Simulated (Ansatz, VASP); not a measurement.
One calculation of Si4B, two programs

```
Si B
1.0
     4.55350    0.00000    0.00000
     0.00000    4.55350    0.00000
     0.00000    0.00000    4.55350
Si B
4 1
Direct
  0.50000 0.50000 0.50000
  0.00000 0.50000 0.50000
  0.50000 0.00000 0.50000
  0.50000 0.50000 0.00000
  0.00000 0.00000 0.00000
```

Change from the starting cell: species swapped into the Mn4N type (Pm-3m, No. 221).

Alike in both runs: functional PBE; k mesh 4 × 4 × 4; occupations gaussian, width 0.2 eV; no spin polarisation.

Ansatz relaxed the structure, and its values are those at the end. VASP's run is a single point on that final structure, the one shown.

|  | VASP | Ansatz |
| --- | --- | --- |
| version | VASP 6.6.1 | Ansatz 0.2.0 |
| potentials or method | VASP PAW PBE potentials, release 64 (Si, B), cutoff 500 eV | scalar-relativistic, plane waves, PAW |
| valence electrons in the cell | 19 | 19 |

VASP gave:

| Quantity | Value |
| --- | --- |
| gap on the k mesh at the Fermi level (eV) | none |
| pressure (GPa) | 0.3 |

**Question.** What did Ansatz give for the same quantities?

**Answer.** gap on the k mesh at the Fermi level (eV): none; pressure (GPa): 0.4.

A gap of «none» marks a metal or a gap that the smearing closes.
